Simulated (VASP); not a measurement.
# Ca (Fm-3m) in VASP: further runs

The runs below take Ca through relaxation of cell and atoms, single point, with LDA.

Program: VASP 6.6.1. These are calculated values, not measurements. Logs are shortened: lines on timing, memory, paths and dates and some standing lists are left out, and cuts for length are marked.

## 1. The cell of the first run

The structure is cubic, space group Fm-3m (No. 225). Conventional cell: a = 5.336 Å, b = 5.336 Å, c = 5.336 Å, α = 90.00°, β = 90.00°, γ = 90.00°. Within 5.0 Å of Ca (site symmetry m-3m) lie 12 Ca at 3.77 Å.

## 2. Relaxation of cell and atoms, LDA

File INCAR:

```
SYSTEM = Ca
ALGO = Normal
EDIFF = 1E-6
EDIFFG = -0.01
ENCUT = 600
IBRION = 2
ISIF = 3
ISMEAR = -1
LASPH = .True.
LCHARG = .False.
LREAL = .False.
LWAVE = .False.
NELM = 100
NSW = 80
PREC = Accurate
SIGMA = 0.1
```

File KPOINTS:

```
k-points
0
Gamma
  6 6 6
  0 0 0
```

File POSCAR:

```
Ca
1.0
    0.0000000000      2.6681008966      2.6681008966
    2.6681008966      0.0000000000      2.6681008966
    2.6681008966      2.6681008966      0.0000000000
Ca
1
Direct
    0.0000000000      0.0000000000      0.0000000000
```

Potentials or basis: VASP PAW LDA potentials, release 64 (Ca_sv).

Launch:

```bash
$ cat potpaw_LDA.64/Ca_sv/POTCAR > POTCAR
$ mpirun -np 1 vasp_std > vasp.out
```

OUTCAR:

```text
SYSTEM = Ca
   EDIFF = 1E-6
   EDIFFG = -0.01
   ENCUT = 600
   IBRION = 2
   ISIF = 3
   ISMEAR = -1
   LASPH = .True.
   LREAL = .False.
   NELM = 100
   NSW = 80
   PREC = Accurate

 ion  position               nearest neighbor table
   1  0.000  0.000  0.000-

  LATTYP: Found a face centered cubic cell.
 ALAT       =     5.3362017932

  Lattice vectors:

 A1 = (   0.0000000000,   2.6681008966,   2.6681008966)
 A2 = (   2.6681008966,   0.0000000000,   2.6681008966)
 A3 = (   2.6681008966,   2.6681008966,   0.0000000000)

Analysis of symmetry for initial positions (statically):
=====================================================================
 Subroutine PRICEL returns:
 Original cell was already a primitive cell.

 Routine SETGRP: Setting up the symmetry group for a
 face centered cubic supercell.

 Subroutine GETGRP returns: Found 48 space group operations
 (whereof 48 operations were pure point group operations)
 out of a pool of 48 trial point group operations.

The static configuration has the point symmetry O_h .

Analysis of symmetry for dynamics (positions and initial velocities):
=====================================================================
 Subroutine PRICEL returns:
 Original cell was already a primitive cell.

 Routine SETGRP: Setting up the symmetry group for a
 face centered cubic supercell.

 Subroutine GETGRP returns: Found 48 space group operations
 (whereof 48 operations were pure point group operations)
 out of a pool of 48 trial point group operations.

The dynamic configuration has the point symmetry O_h .

 Subroutine INISYM returns: Found 48 space group operations
 (whereof 48 operations are pure point group operations),
 and found     1 'primitive' translations

----------------------------------------------------------------------------------------

                                     Primitive cell

  volume of cell :      37.9872

  direct lattice vectors                    reciprocal lattice vectors
     0.000000000  2.668100897  2.668100897    -0.187399210  0.187399210  0.187399210
[... 133 lines left out ...]
  Total        0.0160013      0.0160013      0.0160013      0.0000000      0.0000000      0.0000000
  in kB        0.6748838      0.6748838      0.6748838      0.0000000      0.0000000      0.0000000
  external PRESSURE =       0.6748838 kB  Pullay stress =       0.0000000 kB

 VOLUME and BASIS-vectors are now :
 -----------------------------------------------------------------------------
  energy-cutoff  :      600.00
  volume of cell :       37.99
      direct lattice vectors                 reciprocal lattice vectors
     0.000000000  2.668100897  2.668100897    -0.187399210  0.187399210  0.187399210
     2.668100897  0.000000000  2.668100897     0.187399210 -0.187399210  0.187399210
     2.668100897  2.668100897  0.000000000     0.187399210  0.187399210 -0.187399210

 POSITION                                       TOTAL-FORCE (eV/Angst)
 -----------------------------------------------------------------------------------
      0.00000      0.00000      0.00000         0.000000     -0.000000      0.000000
 -----------------------------------------------------------------------------------
    total drift:                               -0.000000     -0.000000      0.000000

  FREE ENERGIE OF THE ION-ELECTRON SYSTEM (eV)
  ---------------------------------------------------
  free  energy   TOTEN  =        -2.2134426344 eV

  energy  without entropy=       -2.1591364740  energy(sigma->0) =       -2.18628955

--------------------------------------- Ionic step        2  -------------------------------------------

 number of electron       9.9999999 magnetization

 Free energy of the ion-electron system (eV)
  ---------------------------------------------------
  ext. energy  EPLUGINS =         0.00000000
  ---------------------------------------------------
  free energy    TOTEN  =        -2.21347557 eV

  energy without entropy =       -2.15909578  energy(sigma->0) =       -2.18628568

 E-fermi :   2.2336     XC(G=0):  -8.3021

 val. band max:        2.2209834772   @ k =  -0.3333   0.3333   0.1667
 cond. band min:       2.3021760619   @ k =  -0.3333   0.3333   0.1667
 fundamental gap:      0.0811925847
 Fermi energy:         2.2336001744

 k-point     1 :       0.0000    0.0000    0.0000
  band No.  band energies     occupation
      1     -39.1123      2.00000
      2     -20.3045      2.00000
      3     -20.3045      2.00000
      4     -20.3045      2.00000
      5      -1.9946      2.00000
      6       4.5570      0.00000
      7       4.5570      0.00000
      8       4.5570      0.00000
      9       5.7638      0.00000
[... 169 lines left out ...]
 k-point    16 :      -0.3333    0.5000    0.1667
  band No.  band energies     occupation
      1     -39.0810      2.00000
      2     -20.4715      2.00000
      3     -20.4108      2.00000
      4     -20.3819      2.00000
      5       2.0921      1.60919
      6       2.7585      0.01046
      7       3.1270      0.00026
      8       5.3523      0.00000
      9       6.7536      0.00000

------------------------ aborting loop because EDIFF is reached ----------------------------------------

  FORCE on cell =-STRESS in cart. coord.  units (eV):
  Direction    XX          YY          ZZ          XY          YZ          ZX
  --------------------------------------------------------------------------------------
  -------------------------------------------------------------------------------------
  Total        0.0082883      0.0082883      0.0082883      0.0000000      0.0000000      0.0000000
  in kB        0.3487659      0.3487659      0.3487659      0.0000000      0.0000000      0.0000000
  external PRESSURE =       0.3487659 kB  Pullay stress =       0.0000000 kB

 VOLUME and BASIS-vectors are now :
 -----------------------------------------------------------------------------
  energy-cutoff  :      600.00
  volume of cell :       38.08
      direct lattice vectors                 reciprocal lattice vectors
     0.000000000  2.670160524  2.670160524    -0.187254660  0.187254660  0.187254660
     2.670160524 -0.000000000  2.670160524     0.187254660 -0.187254660  0.187254660
     2.670160524  2.670160524  0.000000000     0.187254660  0.187254660 -0.187254660

 POSITION                                       TOTAL-FORCE (eV/Angst)
 -----------------------------------------------------------------------------------
      0.00000      2.67016      2.67016        -0.000000     -0.000000     -0.000000
 -----------------------------------------------------------------------------------
    total drift:                                0.000000      0.000000      0.000000

  FREE ENERGIE OF THE ION-ELECTRON SYSTEM (eV)
  ---------------------------------------------------
  free  energy   TOTEN  =        -2.2134755675 eV

  energy  without entropy=       -2.1590957848  energy(sigma->0) =       -2.18628568

 reached required accuracy - stopping structural energy minimisation
```

Run time: 9.5 s. Hardware: 1 thread of Intel Xeon 6975P-C, shared host; peak memory 0.15 GiB.

What came out:

* Free energy: -2.2135 eV
* Relaxed volume: 38.08 Å³/atom
* Relaxed cell: a = 3.776 Å, b = 3.776 Å, c = 3.776 Å, α = 60.00°, β = 60.00°, γ = 60.00°
* Space group after relaxing (to 0.05 Å): Fm-3m (No. 225)
* Energy gained by relaxing: 0.0 meV/atom
* Ionic steps: 2
* Pressure after relaxing: 0.0 GPa
* Band gap on the k mesh: zero (band 5 reaches 2.22 eV, above the bottom of band 6 at 2.20 eV)

Final structure:
```
Ca
1.0
     0.00000    2.67016    2.67016
     2.67016    0.00000    2.67016
     2.67016    2.67016    0.00000
Ca
1
Direct
  0.00000 0.00000 0.00000
```

## 3. Single point, LDA

File INCAR:

```
ALGO = Normal
EDIFF = 1E-6
ENCUT = 520
ISIF = 2
ISMEAR = -1
LASPH = T
LCHARG = F
LREAL = F
LWAVE = F
NBANDS = 11
NELM = 80
PREC = Accurate
SIGMA = 0.1
```

File KPOINTS:

```
k-points
0
Gamma
  6 6 6
```

File POSCAR:

```
Ca
1.0
    0.0000000000      2.6692288056      2.6692288056
    2.6692288056      0.0000000000      2.6692288056
    2.6692288056      2.6692288056      0.0000000000
Ca
1
Direct
    0.0000000000      0.0000000000      0.0000000000
```

Potentials or basis: VASP PAW LDA potentials, release 64 (Ca_sv).

Launch:

```bash
$ cat potpaw_LDA.64/Ca_sv/POTCAR > POTCAR
$ mpirun -np 1 vasp_std > vasp.out
```

Wall time 7.9 s (1 thread of Intel Xeon 8259CL, shared host); peak memory 0.13 GiB.

Results (log left out):

* Free energy: -2.2134 eV
* Pressure: 0.0 GPa
* Band gap on the k mesh: zero (band 5 reaches 2.23 eV, above the bottom of band 6 at 2.20 eV)

Levels at points of the mesh, in eV from the Fermi level:
```tsv
k point	band 2	band 3	band 4	band 5	band 6	band 7	band 8	band 9
(0.00, 0.00, 0.00)	-22.54	-22.54	-22.54	-4.23	2.32	2.32	2.32	3.53
(0.50, 0.00, 0.00)	-22.75	-22.56	-22.56	-1.11	-0.03	2.20	2.20	4.31
(0.50, 0.50, 0.00)	-22.73	-22.61	-22.61	-0.63	0.40	1.18	4.31	4.52
```

## 4. Single point, LDA

This run uses another cell than the first one, of 37.27 Å³/atom, 0.981 times its volume.

File INCAR:

```
SYSTEM = Ca
PREC = Accurate
ENCUT = 520
EDIFF = 1E-6
ISMEAR = -1
SIGMA = 0.1
LREAL = .FALSE.
LASPH = .TRUE.
NELM = 80
ALGO = Normal
ISIF = 2
LWAVE = .FALSE.
LCHARG = .TRUE.
LELF = .TRUE.
LVHAR = .TRUE.
NBANDS = 11
```

File KPOINTS:

```
regular mesh
0
G
  6 6 6
  0 0 0
```

File POSCAR:

```
Ca
1.0
    0.0000000000      2.6513139785      2.6513139785
    2.6513139785      0.0000000000      2.6513139785
    2.6513139785      2.6513139785      0.0000000000
Ca
1
Direct
    0.0000000000      0.0000000000      0.0000000000
```

Launch:

```bash
$ cat potpaw_LDA.64/Ca_sv/POTCAR > POTCAR
$ mpirun -np 1 vasp_std > vasp.out
```

Run time: 10 s. Hardware: 1 thread of Intel Xeon 8259CL, shared host; peak memory 0.14 GiB.

Results (log left out):

```
Free energy : -2.2121 eV
Pressure    : 0.4 GPa
```

Levels at points of the mesh, in eV from the Fermi level:
```csv
k point,band 1,band 2,band 3,band 4,band 5,band 6,band 7,band 8,band 9,band 10
"(0.00, 0.00, 0.00)",-41.30,-22.49,-22.49,-22.49,-4.27,2.35,2.35,2.35,3.59,3.59
"(0.50, 0.00, 0.00)",-41.28,-22.71,-22.52,-22.52,-1.12,-0.01,2.22,2.22,4.39,4.39
"(0.50, 0.50, 0.00)",-41.27,-22.70,-22.57,-22.57,-0.65,0.38,1.23,4.38,4.60,4.60
```

(Continued in part 2 of 2.)
